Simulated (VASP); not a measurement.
# Sc (P6_3/mmc) in VASP: a series of runs

Sc is run at these levels: LDA; tasks: single point.

Program: VASP 6.6.1. These are calculated values, not measurements. Logs are shortened: lines on timing, memory, paths and dates and some standing lists are left out, and cuts for length are marked.

## (1) The cell of the first run

Symmetry: P6_3/mmc, No. 194, hexagonal system. The conventional cell has a = 3.227 Å, b = 3.227 Å, c = 5.009 Å, α = 90.00°, β = 90.00°, γ = 120.00°. Within 4.1 Å of Sc (site symmetry -6m2) lie 12 Sc at 3.12 to 3.23 Å.

## (2) Single point, LDA

File INCAR:

```
PREC     = Accurate       # precision mode
ENCUT    = 500            # plane-wave cutoff, eV
EDIFF    = 1E-6           # SCF threshold, eV
ISMEAR   = 1              # smearing method
SIGMA    = 0.03           # smearing width, eV
LREAL    = False          # projectors in reciprocal space
LASPH    = True           # aspherical terms in the spheres
NELM     = 120            # most SCF steps
ALGO     = Normal         # electronic algorithm
ISIF     = 2              # what is computed and relaxed
LWAVE    = False          # write WAVECAR
LCHARG   = False          # write CHGCAR
NBANDS   = 18             # bands
GGA_COMPAT= False
```

File KPOINTS:

```
Automatic mesh
0
Gamma
  11 11 6
```

File POSCAR:

```
Sc
1.0
    3.2269060027      0.0000000000      0.0000000000
   -1.6134530014      2.7945825740      0.0000000000
    0.0000000000      0.0000000000      5.0094253455
Sc
2
Direct
    0.3333333333      0.6666666667      0.2500000000
    0.6666666667      0.3333333333      0.7500000000
```

Potentials or basis: VASP PAW LDA potentials, release 64 (Sc_sv).

Run with:

```
$ cat potpaw_LDA.64/Sc_sv/POTCAR > POTCAR
$ mpirun -np 1 vasp_std > vasp.out
```

OUTCAR:

```text
PREC = Accurate
   ENCUT = 500
   EDIFF = 1E-6
   ISMEAR = 1
   LREAL = False
   LASPH = True
   NELM = 120
   ISIF = 2

 ion  position               nearest neighbor table
   1  0.333  0.667  0.250-   2 3.12   2 3.12   2 3.12   2 3.12   2 3.12   2 3.12
   2  0.667  0.333  0.750-   1 3.12   1 3.12   1 3.12   1 3.12   1 3.12   1 3.12

  LATTYP: Found a hexagonal cell.
 ALAT       =     3.2269060027
 C/A-ratio  =     1.5523927072

  Lattice vectors:

 A1 = (   3.2269060027,   0.0000000000,   0.0000000000)
 A2 = (  -1.6134530014,   2.7945825740,   0.0000000000)
 A3 = (   0.0000000000,   0.0000000000,   5.0094253455)

Analysis of symmetry for initial positions (statically):
=====================================================================
 Subroutine PRICEL returns:
 Original cell was already a primitive cell.

 Routine SETGRP: Setting up the symmetry group for a
 hexagonal supercell.

 Subroutine GETGRP returns: Found 24 space group operations
 (whereof 12 operations were pure point group operations)
 out of a pool of 24 trial point group operations.

The static configuration has the point symmetry D_3d.
 The point group associated with its full space group is D_6h.

Analysis of symmetry for dynamics (positions and initial velocities):
=====================================================================
 Subroutine PRICEL returns:
 Original cell was already a primitive cell.

 Routine SETGRP: Setting up the symmetry group for a
 hexagonal supercell.

 Subroutine GETGRP returns: Found 24 space group operations
 (whereof 12 operations were pure point group operations)
 out of a pool of 24 trial point group operations.

The dynamic configuration has the point symmetry D_3d.
 The point group associated with its full space group is D_6h.

 Subroutine INISYM returns: Found 24 space group operations
 (whereof 12 operations are pure point group operations),
 and found     1 'primitive' translations

----------------------------------------------------------------------------------------

                                     Primitive cell

  volume of cell :      45.1743

  direct lattice vectors                    reciprocal lattice vectors
     3.226906003  0.000000000  0.000000000     0.309894369  0.178917597  0.000000000
    -1.613453001  2.794582574  0.000000000     0.000000000  0.357835195  0.000000000
     0.000000000  0.000000000  5.009425346     0.000000000  0.000000000  0.199623696

  length of vectors
     3.226906003  3.226906003  5.009425346     0.357835195  0.357835195  0.199623696

  position of ions in fractional coordinates (direct lattice)
     0.333333333  0.666666667  0.250000000
     0.666666667  0.333333333  0.750000000

  ion indices of the primitive-cell ions
   primitive index   ion index
                 1           1
                 2           2

----------------------------------------------------------------------------------------

 KPOINTS: Automatic mesh

Automatic generation of k-mesh.
 Grid dimensions read from file:
 generate k-points for:   11   11    6

 Generating k-lattice:

  Cartesian coordinates                     Fractional coordinates (reciprocal lattice)
     0.028172215  0.016265236  0.000000000     0.090909091  0.000000000  0.000000000
     0.000000000  0.032530472  0.000000000     0.000000000  0.090909091  0.000000000
     0.000000000  0.000000000  0.033270616     0.000000000  0.000000000  0.166666667

  Length of vectors
     0.032530472  0.032530472  0.033270616

  Shift w.r.t. Gamma in fractional coordinates (k-lattice)
     0.000000000  0.000000000  0.000000000

 Subroutine IBZKPT returns following result:
 ===========================================

 Found     64 irreducible k-points:

 Following reciprocal coordinates:
            Coordinates               Weight
  0.000000  0.000000  0.000000      1.000000
  0.090909 -0.000000  0.000000      6.000000
  0.181818 -0.000000  0.000000      6.000000
  0.272727  0.000000  0.000000      6.000000
  0.363636  0.000000  0.000000      6.000000
  0.454545 -0.000000  0.000000      6.000000
[... 16 lines left out ...]
  0.090909  0.090909  0.166667     12.000000
  0.181818  0.090909  0.166667     24.000000
 [... further k-points ...]
   k-points           NKPTS =     64   k-points in BZ     NKDIM =     64   number of bands    NBANDS=     18
   number of dos      NEDOS =    301   number of ions     NIONS =      2
   total plane-waves  NPLWV =  23040
   dimension x,y,z NGX =    24 NGY =   24 NGZ =   40
   dimension x,y,z NGXF=    48 NGYF=   48 NGZF=   80
   ions per type =               2
   NGX,Y,Z   is equivalent  to a cutoff of  12.36, 12.36, 13.27 a.u.
   NGXF,Y,Z  is equivalent  to a cutoff of  24.73, 24.73, 26.55 a.u.
 SYSTEM =  unknown system
   PREC   = accura    normal or accurate (medium, high low for compatibility)
   ISTART =      0    job   : 0-new  1-cont  2-samecut
   ICHARG =      2    charge: 1-file 2-atom 10-const
   ISPIN  =      1    spin polarized calculation?
   LNONCOLLINEAR =      F non collinear calculations
   LSORBIT =      F    spin-orbit coupling
   LASPH  =      T    aspherical Exc in radial PAW
   ENCUT  =  500.0 eV  36.75 Ry    6.06 a.u.   5.88  5.88  9.13*2*pi/ulx,y,z
   NELM   =    120;   NELMIN=  2; NELMDL= -5     # of ELM steps
   EDIFF  = 0.1E-05   stopping-criterion for ELM
   LREAL  =      F    real-space projection
   EDIFFG = 0.1E-04   stopping-criterion for IOM
   NSW    =      0    number of steps for IOM
   IBRION =     -1    ionic relax: 0-MD 1-quasi-New 2-CG
   NFREE  =      0    steps in history (QN), initial steepest desc. (CG)
   ISIF   =      2    stress and relaxation
   ISYM   =      2    0-nonsym 1-usesym 2-fastsym
   POTIM  = 0.5000    time-step for ionic-motion
   TEBEG  =    0.0;   TEEND  =   0.0 temperature during run
   PSTRESS=    0.0 pullay stress
   NELECT =      22.0000    total number of electrons
   NUPDOWN=      -1.0000    fix difference up-down
   EMIN   =  10.00;   EMAX   =-10.00  energy-range for DOS
   EFERMI =   0.00;   METHOD = LEGACY
   ISMEAR =     1;   SIGMA  =   0.03  broadening in eV -4-tet -1-fermi 0-gaus
   EFERMI_NEDOS =   21; number of points for ismear=-14 and -15
   IALGO  =     38    algorithm
   IMIX   =      4    mixing-type and parameters
     AMIX     =   0.40;   BMIX     =  1.00
     AMIX_MAG =   1.60;   BMIX_MAG =  1.00
  volume/ion in A,a.u.               =      22.59       152.43
  Fermi-wavevector in a.u.,A,eV,Ry     =   1.288008  2.433983 22.571595  1.658965
  Thomas-Fermi vector in A             =   2.419988
   LORBIT       =      0    0 simple, 1 ext, 2 COOP (PROOUT), +10 PAW based schemes
   GGA     = CA    functional components
   LHFCALC =     F    Hartree Fock is set to
   AEXX    =    0.0000 exact exchange contribution
   IVDW    =     0    specifies the selected vdW correction
   LEPSILON=     F    determine dielectric tensor
   LRPA    =     F    only Hartree local field effects (RPA)
 non-spin polarized calculation
 Methfessel and Paxton  Order N= 1 SIGMA  =   0.03
  energy-cutoff  :      500.00
  volume of cell :       45.17
 maximum number of plane-waves:      1160
 NGX is ok and might be reduce to    24
   NGX = 11   NGY = 11   NGZ = 19

 number of electron      22.0000000 magnetization

 Free energy of the ion-electron system (eV)
  ---------------------------------------------------
  ext. energy  EPLUGINS =         0.00000000
  ---------------------------------------------------
  free energy    TOTEN  =       -13.45100470 eV

  energy without entropy =      -13.45098382  energy(sigma->0) =      -13.45099774

 E-fermi :   4.0029     XC(G=0): -10.5084

 val. band max:        3.9908975046   @ k =   0.4545  -0.0000   0.3333
 cond. band min:       4.0034427489   @ k =   0.1818   0.0909   0.3333
 fundamental gap:      0.0125452443
 Fermi energy:         4.0028514777

 k-point     1 :       0.0000    0.0000    0.0000
  band No.  band energies     occupation
      1     -44.6175      2.00000
      2     -44.5072      2.00000
      3     -23.8785      2.00000
      4     -23.4086      2.00000
      5     -23.4086      2.00000
      6     -23.3166      2.00000
[... 10 lines left out ...]
     17       6.4115      0.00000
     18       6.4115      0.00000

 k-point     2 :       0.0909   -0.0000    0.0000
  band No.  band energies     occupation
      1     -44.6116      2.00000
      2     -44.5053      2.00000
      3     -23.8635      2.00000
      4     -23.4369      2.00000
      5     -23.4184      2.00000
      6     -23.3464      2.00000
[... 10 lines left out ...]
     17       6.2646      0.00000
     18       6.2894      0.00000

 k-point     3 :       0.1818   -0.0000    0.0000
  band No.  band energies     occupation
      1     -44.5954      2.00000
      2     -44.5005      2.00000
      3     -23.8211      2.00000
      4     -23.5136      2.00000
      5     -23.4440      2.00000
      6     -23.4245      2.00000
[... 10 lines left out ...]
     17       6.5382      0.00000
     18       6.6211      0.00000

 k-point     4 :       0.2727    0.0000    0.0000
  band No.  band energies     occupation
      1     -44.5729      2.00000
      2     -44.4956      2.00000
      3     -23.7585      2.00000
      4     -23.6154      2.00000
      5     -23.5224      2.00000
      6     -23.4759      2.00000
[... 10 lines left out ...]
     17       7.0209      0.00000
     18       7.1536      0.00000

 k-point     5 :       0.3636    0.0000    0.0000
  band No.  band energies     occupation
      1     -44.5498      2.00000
      2     -44.4934      2.00000
      3     -23.7098      2.00000
      4     -23.6880      2.00000
      5     -23.6088      2.00000
      6     -23.5041      2.00000
[... 10 lines left out ...]
     17       7.6752      0.00000
     18       7.7338      0.00000

 k-point     6 :       0.4545   -0.0000    0.0000
  band No.  band energies     occupation
      1     -44.5335      2.00000
      2     -44.4946      2.00000
      3     -23.7661      2.00000
      4     -23.6587      2.00000
      5     -23.6322      2.00000
      6     -23.5205      2.00000
[... 10 lines left out ...]
     17       8.2079      0.00000
     18       8.4126      0.00000

 k-point     7 :       0.0909    0.0909    0.0000
  band No.  band energies     occupation
      1     -44.6006      2.00000
      2     -44.5019      2.00000
      3     -23.8348      2.00000
      4     -23.4828      2.00000
      5     -23.4502      2.00000
      6     -23.3886      2.00000
[... 10 lines left out ...]
     17       6.3493      0.00000
     18       6.5652      0.00000

 k-point     8 :       0.1818    0.0909    0.0000
  band No.  band energies     occupation
      1     -44.5812      2.00000
      2     -44.4972      2.00000
      3     -23.7822      2.00000
      4     -23.5643      2.00000
      5     -23.5156      2.00000
      6     -23.4412      2.00000
[... 10 lines left out ...]
     17       6.6791      0.00000
     18       7.0790      0.00000
[... 229 lines left out ...]
     17       6.6502      0.00000
     18       6.7725      0.00000

 k-point    20 :       0.2727    0.0000    0.1667
  band No.  band energies     occupation
      1     -44.5677      2.00000
      2     -44.5008      2.00000
      3     -23.7599      2.00000
      4     -23.5886      2.00000
      5     -23.5444      2.00000
      6     -23.4672      2.00000
[... 10 lines left out ...]
     17       7.0907      0.00000
     18       7.1204      0.00000

 k-point    21 :       0.3636    0.0000    0.1667
  band No.  band energies     occupation
      1     -44.5460      2.00000
      2     -44.4972      2.00000
      3     -23.7651      2.00000
      4     -23.6534      2.00000
      5     -23.5939      2.00000
      6     -23.4945      2.00000
[... 10 lines left out ...]
     17       7.6029      0.00000
     18       7.7242      0.00000

 k-point    22 :       0.4545   -0.0000    0.1667
  band No.  band energies     occupation
      1     -44.5309      2.00000
      2     -44.4972      2.00000
      3     -23.7994      2.00000
      4     -23.6965      2.00000
      5     -23.5757      2.00000
      6     -23.5104      2.00000
[... 10 lines left out ...]
     17       8.0592      0.00000
     18       8.3102      0.00000

 k-point    23 :       0.0909    0.0909    0.1667
  band No.  band energies     occupation
      1     -44.5940      2.00000
      2     -44.5086      2.00000
      3     -23.8055      2.00000
      4     -23.4714      2.00000
      5     -23.4499      2.00000
      6     -23.4087      2.00000
[... 10 lines left out ...]
     17       6.5572      0.00000
     18       6.7486      0.00000

 k-point    24 :       0.1818    0.0909    0.1667
  band No.  band energies     occupation
      1     -44.5756      2.00000
      2     -44.5028      2.00000
      3     -23.7697      2.00000
      4     -23.5484      2.00000
      5     -23.5222      2.00000
      6     -23.4502      2.00000
[... 10 lines left out ...]
     17       6.8247      0.00000
     18       7.1071      0.00000

 [... further k-points ...]
[... 5 lines left out ...]
  --------------------------------------------------------------------------------------
  -------------------------------------------------------------------------------------
  Total       -0.0456273     -0.0456273     -0.0679713      0.0000000      0.0000000      0.0000000
  in kB       -1.6182461     -1.6182461     -2.4107083      0.0000000      0.0000000      0.0000000
  external PRESSURE =      -1.8824002 kB  Pullay stress =       0.0000000 kB

 VOLUME and BASIS-vectors are now :
 -----------------------------------------------------------------------------
  energy-cutoff  :      500.00
  volume of cell :       45.17
      direct lattice vectors                 reciprocal lattice vectors
     3.226906003  0.000000000  0.000000000     0.309894369  0.178917597  0.000000000
    -1.613453001  2.794582574  0.000000000     0.000000000  0.357835195  0.000000000
     0.000000000  0.000000000  5.009425346     0.000000000  0.000000000  0.199623696

 POSITION                                       TOTAL-FORCE (eV/Angst)
 -----------------------------------------------------------------------------------
     -0.00000      1.86306      1.25236         0.000000      0.000000      0.000000
      1.61345      0.93153      3.75707        -0.000000     -0.000000      0.000000
 -----------------------------------------------------------------------------------
    total drift:                               -0.000000      0.000000     -0.000000

  FREE ENERGIE OF THE ION-ELECTRON SYSTEM (eV)
  ---------------------------------------------------
  free  energy   TOTEN  =       -13.4510047047 eV

  energy  without entropy=      -13.4509838217  energy(sigma->0) =      -13.45099774
```

It took 13 s on 1 thread of Intel Xeon 6975P-C (Granite Rapids), shared host; peak memory 0.16 GiB.

What came out:

```
Free energy            : -13.4510 eV
Pressure               : -0.2 GPa
Band gap on the k mesh : zero (band 11 reaches 5.00 eV, above the bottom of band 12 at 3.41 eV)
```

Stress tensor (GPa, compression positive):
```
-0.16  0.00  0.00
 0.00 -0.16  0.00
 0.00  0.00 -0.24
```

## (3) Single point, LDA

File INCAR:

```
ALGO = Normal ; EDIFF = 1E-6
ENCUT = 500 ; GGA_COMPAT = False
ISIF = 2 ; ISMEAR = 1
LASPH = True ; LCHARG = False
LREAL = False ; LWAVE = False
NBANDS = 18 ; NELM = 120
PREC = Accurate ; SIGMA = 0.1
```

File KPOINTS:

```
k-points
0
Gamma
  11 11 6
```

POSCAR is that of step 2.

Potentials or basis: VASP PAW LDA potentials, release 64 (Sc_sv).

Run with:

```
$ cat potpaw_LDA.64/Sc_sv/POTCAR > POTCAR
$ mpirun -np 1 vasp_std > vasp.out
```

It took 12 s on 1 thread of Intel Xeon 6975P-C (Granite Rapids), shared host; peak memory 0.16 GiB.

The run converged. Its results:

```yaml
Free_energy: -13.4508 eV
Pressure: -0.2 GPa
Band_gap_on_the_k_mesh: zero (band 11 reaches 5.00 eV, above the bottom of band 12 at 3.41 eV)
```

Stress tensor (GPa, compression positive):
```
-0.08  0.00  0.00
 0.00 -0.08  0.00
 0.00  0.00 -0.45
```

Levels at points of the mesh, in eV from the Fermi level:
```csv
k point,band 9,band 10,band 11,band 12,band 13,band 14
"(0.00, 0.00, 0.00)",-5.24,-1.77,0.94,1.62,1.62,1.94
"(0.00, 0.00, 0.50)",-3.58,-3.58,1.01,1.01,1.52,1.52
```
